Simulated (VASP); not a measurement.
Input of a VASP 6.6.1 run:

INCAR

```
PREC     = Accurate       # precision mode
ENCUT    = 520            # plane-wave cutoff, eV
EDIFF    = 1E-6           # SCF threshold, eV
ISMEAR   = -1             # smearing method
SIGMA    = 0.05           # smearing width, eV
LREAL    = False          # projectors in reciprocal space
LASPH    = True           # aspherical terms in the spheres
NELM     = 80             # most SCF steps
ALGO     = Normal         # electronic algorithm
ISIF     = 2              # what is computed and relaxed
LWAVE    = False          # write WAVECAR
LCHARG   = False          # write CHGCAR
GGA      = PS             # functional
IVDW     = 12             # dispersion correction
NBANDS   = 16             # bands
```

File KPOINTS:

```
regular mesh
0
Gamma
  6 6 6
```

File POSCAR:

```
CdSe
1.0
    0.0000000000      2.7802490437      2.7802490437
    2.7802490437      0.0000000000      2.7802490437
    2.7802490437      2.7802490437      0.0000000000
Cd Se
1 1
Direct
    0.0000000000      0.0000000000      0.0000000000
    0.5000000000      0.5000000000      0.5000000000
```

Potentials or basis: VASP PAW PBE potentials, release 64 (Cd, Se).

Run with:

```sh
$ cat potpaw_PBE.64/Cd/POTCAR potpaw_PBE.64/Se/POTCAR > POTCAR
$ mpirun -np 1 vasp_std > vasp.out
```

Question: Estimate the band gap on the k mesh.

Answer: Zero (band 9 reaches 3.04 eV, above the bottom of band 10 at 2.49 eV).

Question: What does it give for the pressure?

Answer: 0.5 GPa.

Question: Predict the dispersion energy per atom.

Answer: -0.381 eV.

Caveat: the PAW data sets were made with another functional, which shifts forces and pressure a little; pairwise dispersion overbinds metals, which lowers pressure and volume.
